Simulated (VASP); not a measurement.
A run of VASP 6.6.1 is set up as follows.

File INCAR:

```
SYSTEM = GaAs
PREC = Accurate
ENCUT = 600
EDIFF = 1E-6
ISMEAR = -1
SIGMA = 0.08
LREAL = .False.
LASPH = .True.
NELM = 80
ALGO = Normal
ISIF = 3
LWAVE = .False.
LCHARG = .False.
GGA = PS
IBRION = 2
NSW = 100
EDIFFG = -0.002
```

The input KPOINTS:

```
regular mesh
0
Gamma
  12 12 12
  0 0 0
```

The input POSCAR:

```
GaAs
1.0
    0.0000000000      2.8268500000      2.8268500000
    2.8268500000      0.0000000000      2.8268500000
    2.8268500000      2.8268500000      0.0000000000
Ga As
1 1
Direct
    0.0000000000      0.0000000000      0.0000000000
    0.7500000000      0.7500000000      0.7500000000
```

Potentials or basis: VASP PAW PBE potentials, release 64 (Ga_d, As).

Launch:

```console
$ cat potpaw_PBE.64/Ga_d/POTCAR potpaw_PBE.64/As/POTCAR > POTCAR
$ mpirun -np 1 vasp_std > vasp.out
```

**Question.** Predict the relaxed cell.

**Answer.** a = 4.004 Å, b = 4.004 Å, c = 4.004 Å, α = 60.00°, β = 60.00°, γ = 60.00°.

**Question.** What does it give for the band gap on the k mesh?

**Answer.** 0.42 eV, direct.

Final structure:
```
Ga As
1.0
     0.00000    2.83135    2.83135
     2.83135    0.00000    2.83135
     2.83135    2.83135    0.00000
Ga As
1 1
Direct
  0.00000 0.00000 0.00000
  0.75000 0.75000 0.75000
```

 Zero-point motion and thermal expansion aren't in these numbers.
